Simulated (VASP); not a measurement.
Here is a VASP 6.6.1 calculation.

The input INCAR:

```
SYSTEM = GaN
ALGO     = Normal         ! electronic algorithm
EDIFF    = 1E-6           ! SCF threshold, eV
ENCUT    = 600            ! plane-wave cutoff, eV
GGA      = PE             ! functional
GGA_COMPAT= .False.      
ISIF     = 2              ! what is computed and relaxed
ISMEAR   = 0              ! smearing method
LASPH    = .True.         ! aspherical terms in the spheres
LCHARG   = .False.        ! write CHGCAR
LREAL    = .False.        ! projectors in reciprocal space
LWAVE    = .False.        ! write WAVECAR
NBANDS   = 16             ! bands
NELM     = 120            ! most SCF steps
PREC     = Accurate       ! precision mode
SIGMA    = 0.01           ! smearing width, eV
```

KPOINTS

```
k-points
0
Gamma
  10 10 10
  0 0 0
```

File POSCAR:

```
GaN
1.0
    0.0000000000      2.2742385005      2.2742385005
    2.2742385005      0.0000000000      2.2742385005
    2.2742385005      2.2742385005      0.0000000000
Ga N
1 1
Direct
    0.0000000000      0.0000000000      0.0000000000
    0.2500000000      0.2500000000      0.2500000000
```

Potentials or basis: VASP PAW PBE potentials, release 64 (Ga_d, N).

Launch:

```console
$ cat potpaw_PBE.64/Ga_d/POTCAR potpaw_PBE.64/N/POTCAR > POTCAR
$ mpirun -np 1 vasp_std > vasp.out
```

(1) Predict the band gap on the k mesh.

(2) Predict the pressure.

Results:

(1) 1.55 eV.

(2) 0.0 GPa.
